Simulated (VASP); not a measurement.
The system is ZnSe.

```xyz
2
Lattice="0.0000 2.8324 2.7191 2.8324 0.0000 2.7191 2.8324 2.8324 0.0000" Properties=species:S:1:pos:R:3 pbc="T T T"
Zn    0.0000    0.0000    0.0000
Se    1.4162    1.4162    1.3596
```

This cell differs from its parent crystal: uniaxial z strain -4.0%.

Program: VASP 6.6.1. Alike in all runs: task single point; potentials or basis VASP PAW PBE potentials, release 64 (Zn, Se); no spin polarisation; cell as given; cutoff (eV) 520. Hardware: 1 thread of AMD EPYC 9R45 96-Core Processor (Zen 5), with other jobs on the host.

Order these runs on this cell by their wall time, lowest first.
A. level r2SCAN; k mesh 8 × 8 × 8; smearing gaussian 0.01 eV
B. level PBE; k mesh 8 × 8 × 8; smearing fermi-dirac 0.02 eV
C. level PBE; k mesh 4 × 4 × 4; smearing gaussian 0.01 eV

C (7.4 s), B (21 s), A (100 s).

Caveats: some runs use coarse meshes.
